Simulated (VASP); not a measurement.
# ZnS (F-43m) in VASP: further runs

The runs below take ZnS through single point, with r2SCAN.

Everything below comes from runs of VASP 6.6.1. Logs are shortened: lines on timing, memory, paths and dates and some standing lists are left out, and cuts for length are marked.

**Measured values to compare with.**

From “Electronic, vibrational, and thermodynamic properties of ZnS (zincblende and rocksalt structure)”, 2009, arxiv:0911.5022, for a bulk crystal of ZnS at 19 K: band gap 3.85 eV (direct).

How close the calculation comes is told below.

### Step 1. The cell of the first run

It takes space group F-43m (No. 216, cubic). The conventional cell has a = 5.409 Å, b = 5.409 Å, c = 5.409 Å, α = 90.00°, β = 90.00°, γ = 90.00°. Within 3.1 Å of Zn (site symmetry -43m) lie 4 S at 2.34 Å. S (site symmetry -43m) has 4 Zn at 2.34 Å within 3.1 Å.

### Step 2. Single point, r2SCAN

POSCAR

```
ZnS
1.0
    0.0000000000      2.7046500000      2.7046500000
    2.7046500000      0.0000000000      2.7046500000
    2.7046500000      2.7046500000      0.0000000000
Zn S
1 1
Direct
    0.0000000000      0.0000000000      0.0000000000
    0.7500000000      0.7500000000      0.7500000000
```

INCAR.step1

```
SYSTEM = ZnS
ALGO = Normal ; EDIFF = 1E-4
ENCUT = 520 ; GGA = PE
ISMEAR = 0 ; LASPH = .True.
LCHARG = .False. ; LREAL = .False.
LWAVE = .True. ; NBANDS = 16
NELM = 80 ; PREC = Accurate
SIGMA = 0.05
```

INCAR.step2

```
SYSTEM = ZnS
ALGO = Normal ; EDIFF = 1E-6
ENCUT = 520 ; ISIF = 2
ISMEAR = 0 ; ISTART = 1
LASPH = .True. ; LCHARG = .True.
LELF = .True. ; LMIXTAU = .True.
LREAL = .False. ; LVHAR = .True.
LWAVE = .False. ; METAGGA = R2SCAN
NBANDS = 16 ; NELM = 80
PREC = Accurate ; SIGMA = 0.05
```

KPOINTS

```
k-points
0
Gamma
  8 8 8
  0 0 0
```

Potentials or basis: VASP PAW PBE potentials, release 64 (Zn, S).

Run with:

```bash
cat potpaw_PBE.64/Zn/POTCAR potpaw_PBE.64/S/POTCAR > POTCAR
cp INCAR.step1 INCAR
mpirun -np 1 vasp_std > vasp.out
cp INCAR.step2 INCAR
mpirun -np 1 vasp_std > vasp.out
```

OUTCAR:

```text
SYSTEM = ZnS
   EDIFF = 1E-6
   ENCUT = 520
   ISIF = 2
   ISMEAR = 0
   ISTART = 1
   LASPH = .True.
   LREAL = .False.
   METAGGA = R2SCAN
   NELM = 80
   PREC = Accurate

 ion  position               nearest neighbor table
   1  0.000  0.000  0.000-   2 2.34   2 2.34   2 2.34   2 2.34
   2  0.750  0.750  0.750-   1 2.34   1 2.34   1 2.34   1 2.34

  LATTYP: Found a face centered cubic cell.
 ALAT       =     5.4093000000

  Lattice vectors:

 A1 = (   0.0000000000,   2.7046500000,   2.7046500000)
 A2 = (   2.7046500000,   0.0000000000,   2.7046500000)
 A3 = (   2.7046500000,   2.7046500000,   0.0000000000)

Analysis of symmetry for initial positions (statically):
[... 5 lines left out ...]
 face centered cubic supercell.

 Subroutine GETGRP returns: Found 24 space group operations
 (whereof 24 operations were pure point group operations)
 out of a pool of 48 trial point group operations.

The static configuration has the point symmetry T_d .

Analysis of symmetry for dynamics (positions and initial velocities):
[... 5 lines left out ...]
 face centered cubic supercell.

 Subroutine GETGRP returns: Found 24 space group operations
 (whereof 24 operations were pure point group operations)
 out of a pool of 48 trial point group operations.

The dynamic configuration has the point symmetry T_d .

 Subroutine INISYM returns: Found 24 space group operations
 (whereof 24 operations are pure point group operations),
 and found     1 'primitive' translations

----------------------------------------------------------------------------------------

                                     Primitive cell

  volume of cell :      39.5697

  direct lattice vectors                    reciprocal lattice vectors
     0.000000000  2.704650000  2.704650000    -0.184866803  0.184866803  0.184866803
     2.704650000  0.000000000  2.704650000     0.184866803 -0.184866803  0.184866803
     2.704650000  2.704650000  0.000000000     0.184866803  0.184866803 -0.184866803

  length of vectors
     3.824952711  3.824952711  3.824952711     0.320198696  0.320198696  0.320198696

  position of ions in fractional coordinates (direct lattice)
     0.000000000  0.000000000  0.000000000
     0.750000000  0.750000000  0.750000000

  ion indices of the primitive-cell ions
   primitive index   ion index
                 1           1
                 2           2

----------------------------------------------------------------------------------------

 KPOINTS: k-points

Automatic generation of k-mesh.
 Grid dimensions read from file:
 generate k-points for:    8    8    8

 Generating k-lattice:

  Cartesian coordinates                     Fractional coordinates (reciprocal lattice)
    -0.023108350  0.023108350  0.023108350     0.125000000  0.000000000  0.000000000
     0.023108350 -0.023108350  0.023108350     0.000000000  0.125000000  0.000000000
     0.023108350  0.023108350 -0.023108350     0.000000000  0.000000000  0.125000000

  Length of vectors
     0.040024837  0.040024837  0.040024837

  Shift w.r.t. Gamma in fractional coordinates (k-lattice)
     0.000000000  0.000000000  0.000000000

 Subroutine IBZKPT returns following result:
 ===========================================

 Found     29 irreducible k-points:

 Following reciprocal coordinates:
            Coordinates               Weight
  0.000000  0.000000  0.000000      1.000000
  0.125000  0.000000  0.000000      8.000000
  0.250000  0.000000  0.000000      8.000000
  0.375000  0.000000  0.000000      8.000000
  0.500000  0.000000  0.000000      4.000000
  0.125000  0.125000  0.000000      6.000000
[... 16 lines left out ...]
  0.500000  0.250000  0.125000     48.000000
 -0.375000  0.250000  0.125000     24.000000
 [... further k-points ...]
   k-points           NKPTS =     29   k-points in BZ     NKDIM =     29   number of bands    NBANDS=     16
   number of dos      NEDOS =    301   number of ions     NIONS =      2
   total plane-waves  NPLWV =  21952
   dimension x,y,z NGX =    28 NGY =   28 NGZ =   28
   dimension x,y,z NGXF=    56 NGYF=   56 NGZF=   56
   ions per type =               1   1
   NGX,Y,Z   is equivalent  to a cutoff of  12.17, 12.17, 12.17 a.u.
   NGXF,Y,Z  is equivalent  to a cutoff of  24.34, 24.34, 24.34 a.u.
 SYSTEM =  ZnS
   PREC   = accura    normal or accurate (medium, high low for compatibility)
   ISTART =      1    job   : 0-new  1-cont  2-samecut
   ICHARG =      0    charge: 1-file 2-atom 10-const
   ISPIN  =      1    spin polarized calculation?
   LNONCOLLINEAR =      F non collinear calculations
   LSORBIT =      F    spin-orbit coupling
   LASPH  =      T    aspherical Exc in radial PAW
   ENCUT  =  520.0 eV  38.22 Ry    6.18 a.u.   7.11  7.11  7.11*2*pi/ulx,y,z
   NELM   =     80;   NELMIN=  2; NELMDL=  0     # of ELM steps
   EDIFF  = 0.1E-05   stopping-criterion for ELM
   LREAL  =      F    real-space projection
   EDIFFG = 0.1E-04   stopping-criterion for IOM
   NSW    =      0    number of steps for IOM
   IBRION =     -1    ionic relax: 0-MD 1-quasi-New 2-CG
   NFREE  =      0    steps in history (QN), initial steepest desc. (CG)
   ISIF   =      2    stress and relaxation
   ISYM   =      2    0-nonsym 1-usesym 2-fastsym
   POTIM  = 0.5000    time-step for ionic-motion
   TEBEG  =    0.0;   TEEND  =   0.0 temperature during run
   PSTRESS=    0.0 pullay stress
   NELECT =      18.0000    total number of electrons
   NUPDOWN=      -1.0000    fix difference up-down
   EMIN   =  10.00;   EMAX   =-10.00  energy-range for DOS
   EFERMI =   0.00;   METHOD = LEGACY
   ISMEAR =     0;   SIGMA  =   0.05  broadening in eV -4-tet -1-fermi 0-gaus
   EFERMI_NEDOS =   21; number of points for ismear=-14 and -15
   IALGO  =     38    algorithm
   IMIX   =      4    mixing-type and parameters
     AMIX     =   0.40;   BMIX     =  1.00
     AMIX_MAG =   1.60;   BMIX_MAG =  1.00
  volume/ion in A,a.u.               =      19.78       133.51
  Fermi-wavevector in a.u.,A,eV,Ry     =   1.259055  2.379268 21.568210  1.585219
  Thomas-Fermi vector in A             =   2.392634
   LORBIT       =      0    0 simple, 1 ext, 2 COOP (PROOUT), +10 PAW based schemes
   METAGGA = R2SCAN    functional components
   LHFCALC =     F    Hartree Fock is set to
   AEXX    =    0.0000 exact exchange contribution
   IVDW    =     0    specifies the selected vdW correction
   LEPSILON=     F    determine dielectric tensor
   LRPA    =     F    only Hartree local field effects (RPA)
 non-spin polarized calculation
 Gauss-broadening in eV      SIGMA  =   0.05
  energy-cutoff  :      520.00
  volume of cell :       39.57
 maximum number of plane-waves:      1090
   NGX = 15   NGY = 15   NGZ = 15

 number of electron      17.9999998 magnetization

 Free energy of the ion-electron system (eV)
  ---------------------------------------------------
  ext. energy  EPLUGINS =         0.00000000
  ---------------------------------------------------
  free energy    TOTEN  =       -18.86501951 eV

  energy without entropy =      -18.86501951  energy(sigma->0) =      -18.86501951

 E-fermi :   2.0892     XC(G=0): -10.2693

 val. band max:        1.8030615542   @ k =   0.0000   0.0000   0.0000
 cond. band min:       4.4637362747   @ k =   0.0000   0.0000   0.0000
 fundamental gap:      2.6606747205
 Fermi energy:         2.0892262649

 k-point     1 :       0.0000    0.0000    0.0000
  band No.  band energies     occupation
      1     -11.8507      2.00000
      2      -4.6844      2.00000
      3      -4.6844      2.00000
      4      -4.6844      2.00000
      5      -4.1422      2.00000
      6      -4.1422      2.00000
[... 8 lines left out ...]
     15      14.1041      0.00000
     16      14.3226      0.00000

 k-point     2 :       0.1250    0.0000    0.0000
  band No.  band energies     occupation
      1     -11.7319      2.00000
      2      -4.6804      2.00000
      3      -4.6624      2.00000
      4      -4.6624      2.00000
      5      -4.1437      2.00000
      6      -4.1437      2.00000
[... 8 lines left out ...]
     15      13.4944      0.00000
     16      15.1273      0.00000

 k-point     3 :       0.2500    0.0000    0.0000
  band No.  band energies     occupation
      1     -11.4222      2.00000
      2      -4.6247      2.00000
      3      -4.6135      2.00000
      4      -4.6135      2.00000
      5      -4.1406      2.00000
      6      -4.1406      2.00000
[... 8 lines left out ...]
     15      13.3035      0.00000
     16      14.5824      0.00000

 k-point     4 :       0.3750    0.0000    0.0000
  band No.  band energies     occupation
      1     -11.0717      2.00000
      2      -4.5734      2.00000
      3      -4.5734      2.00000
      4      -4.3928      2.00000
      5      -4.1245      2.00000
      6      -4.1245      2.00000
[... 8 lines left out ...]
     15      14.4824      0.00000
     16      14.4824      0.00000

 k-point     5 :       0.5000    0.0000    0.0000
  band No.  band energies     occupation
      1     -10.9111      2.00000
      2      -4.5602      2.00000
      3      -4.5602      2.00000
      4      -4.1131      2.00000
      5      -4.1130      2.00000
      6      -3.9452      2.00000
[... 8 lines left out ...]
     15      15.8567      0.00000
     16      15.8568      0.00000

 k-point     6 :       0.1250    0.1250    0.0000
  band No.  band energies     occupation
      1     -11.6923      2.00000
      2      -4.7011      2.00000
      3      -4.6436      2.00000
      4      -4.6436      2.00000
      5      -4.1586      2.00000
      6      -4.1309      2.00000
[... 8 lines left out ...]
     15      14.3156      0.00000
     16      15.6628      0.00000
[... 267 lines left out ...]
 k-point    21 :       0.5000    0.5000    0.0000
  band No.  band energies     occupation
      1     -10.5946      2.00000
      2      -4.6802      2.00000
      3      -4.3256      2.00000
      4      -4.3255      2.00000
      5      -4.0651      2.00000
      6      -3.9291      2.00000
[... 8 lines left out ...]
     15      16.1569      0.00000
     16      17.0138      0.00000

 k-point    22 :       0.3750    0.2500    0.1250
  band No.  band energies     occupation
      1     -11.1796      2.00000
      2      -4.6475      2.00000
      3      -4.5435      2.00000
      4      -4.5156      2.00000
      5      -4.1649      2.00000
      6      -4.1042      2.00000
[... 8 lines left out ...]
     15      15.2274      0.00000
     16      17.5784      0.00000

 k-point    23 :       0.5000    0.2500    0.1250
  band No.  band energies     occupation
      1     -10.8869      2.00000
      2      -4.5603      2.00000
      3      -4.5085      2.00000
      4      -4.3506      2.00000
      5      -4.1246      2.00000
      6      -4.0735      2.00000
[... 8 lines left out ...]
     15      16.3023      0.00000
     16      16.8306      0.00000

 k-point    24 :      -0.3750    0.2500    0.1250
  band No.  band energies     occupation
      1     -10.7560      2.00000
      2      -4.5437      2.00000
      3      -4.4869      2.00000
      4      -4.1991      2.00000
      5      -4.1309      2.00000
      6      -3.8788      2.00000
[... 8 lines left out ...]
     15      15.9411      0.00000
     16      16.7972      0.00000

 [... further k-points ...]
[... 5 lines left out ...]
  --------------------------------------------------------------------------------------
  -------------------------------------------------------------------------------------
  Total       -0.2079105     -0.2079105     -0.2079105      0.0000000     -0.0000000      0.0000000
  in kB       -8.4182891     -8.4182891     -8.4182891      0.0000000     -0.0000000      0.0000000
  external PRESSURE =      -8.4182891 kB  Pullay stress =       0.0000000 kB

 VOLUME and BASIS-vectors are now :
 -----------------------------------------------------------------------------
  energy-cutoff  :      520.00
  volume of cell :       39.57
      direct lattice vectors                 reciprocal lattice vectors
     0.000000000  2.704650000  2.704650000    -0.184866803  0.184866803  0.184866803
     2.704650000  0.000000000  2.704650000     0.184866803 -0.184866803  0.184866803
     2.704650000  2.704650000  0.000000000     0.184866803  0.184866803 -0.184866803

 POSITION                                       TOTAL-FORCE (eV/Angst)
 -----------------------------------------------------------------------------------
      0.00000      0.00000      0.00000         0.000000      0.000000     -0.000000
      4.05697      4.05697      4.05697        -0.000000     -0.000000      0.000000
 -----------------------------------------------------------------------------------
    total drift:                               -0.000011     -0.000011     -0.000011

  FREE ENERGIE OF THE ION-ELECTRON SYSTEM (eV)
  ---------------------------------------------------
  free  energy   TOTEN  =       -18.8650195104 eV

  energy  without entropy=      -18.8650195104  energy(sigma->0) =      -18.86501951
```

Wall time 39 s (1 thread of Intel Xeon Platinum 8559C (Emerald Rapids), shared host); peak memory 0.17 GiB.

What came out:

```
Free energy            : -18.8650 eV
Pressure               : -0.8 GPa
Band gap on the k mesh : 2.66 eV, direct
```

Levels at points of the mesh, in eV from the valence-band top:
```tsv
k point	band 5	band 6	band 7	band 8	band 9	band 10	band 11	band 12	band 13	band 14
(0.00, 0.00, 0.00)	-5.95	-5.95	0.00	0.00	0.00	2.66	6.90	6.90	6.90	12.30
(0.50, 0.00, 0.00)	-5.92	-5.75	-5.37	-0.88	-0.88	3.81	7.40	7.40	9.40	12.84
(0.50, 0.50, 0.00)	-5.87	-5.73	-4.60	-2.27	-2.27	3.73	4.48	11.74	12.80	12.80
```

Caveat: the PAW data sets were made with another functional, which shifts forces and pressure a little.

[end of part 1 of 2]
